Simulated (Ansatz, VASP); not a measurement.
## Two plane-wave programs on Si

File POSCAR:

```
Si
1.0
    0.0000000000      2.7227277380      2.7227277380
    2.7227277380      0.0000000000      2.7227277380
    2.7227277380      2.7227277380      0.0000000000
Si
2
Direct
    0.5000000000      0.5000000000      0.5000000000
    0.7500000000      0.7500000000      0.7500000000
```

File INCAR.step1:

```
SYSTEM = Si
ALGO     = Normal         ! electronic algorithm
EDIFF    = 1E-4           ! SCF threshold, eV
ENCUT    = 520            ! plane-wave cutoff, eV
GGA      = PE             ! functional
ISMEAR   = 1              ! smearing method
LASPH    = .True.         ! aspherical terms in the spheres
LCHARG   = .False.        ! write CHGCAR
LREAL    = .False.        ! projectors in reciprocal space
LWAVE    = .True.         ! write WAVECAR
NBANDS   = 11             ! bands
NELM     = 60             ! most SCF steps
PREC     = Accurate       ! precision mode
SIGMA    = 0.6            ! smearing width, eV
```

INCAR.step2

```
SYSTEM = Si
ALGO     = Normal         ! electronic algorithm
EDIFF    = 1E-6           ! SCF threshold, eV
ENCUT    = 520            ! plane-wave cutoff, eV
ISIF     = 2              ! what is computed and relaxed
ISMEAR   = 1              ! smearing method
ISTART   = 1            
LASPH    = .True.         ! aspherical terms in the spheres
LCHARG   = .True.         ! write CHGCAR
LELF     = .True.         ! ELF
LMIXTAU  = .True.       
LREAL    = .False.        ! projectors in reciprocal space
LVHAR    = .True.       
LWAVE    = .False.        ! write WAVECAR
METAGGA  = R2SCAN         ! meta-GGA
NBANDS   = 11             ! bands
NELM     = 60             ! most SCF steps
PREC     = Accurate       ! precision mode
SIGMA    = 0.6            ! smearing width, eV
```

The input KPOINTS:

```
k-points
0
Gamma
  10 10 10
  0 0 0
```

Input for Ansatz:

```yaml
crystal:
  lattice:
    - [0.0, 2.722727738, 2.722727738]
    - [2.722727738, 0.0, 2.722727738]
    - [2.722727738, 2.722727738, 0.0]
  atoms:
    - { symbol: Si, position: [0.5, 0.5, 0.5] }
    - { symbol: Si, position: [0.75, 0.75, 0.75] }
hamiltonian:
  xc: r2scan
  pseudopotentials:
    kind: paw
    azcp:
      Si: "pseudopotentials/Si.paw.azcp"
basis:
  ecutwfc: 500
  fft_grid_basis: typed
kpoints:
  mp_grid: { grid: [10, 10, 10], shift: [0, 0, 0] }
magnetization:
  spin_polarized: false
scf:
  occupations: { method: methfessel_paxton, width: 0.6 }
  lower_state_search: "off"
output:
  stress: true
```

Alike in both runs: task single point; functional r2SCAN; k mesh 10 × 10 × 10; occupations methfessel-paxton of order 1, width 0.6 eV; no spin polarisation.

|  | VASP | Ansatz |
| --- | --- | --- |
| version | VASP 6.6.1 | Ansatz 0.2.0 |
| potentials or method | VASP PAW PBE potentials, release 64 (Si), cutoff 520 eV | plane waves (500 eV) with PAW, scalar-relativistic |
| valence electrons in the cell | 8 | 8 |

Ansatz gave:

```
pressure (GPa) : -0.1
```

**Question.** What did VASP give for the same quantities?

**Answer.** Pressure (GPa): -0.3.

VASP's potentials were made for PBE, not for r2SCAN.
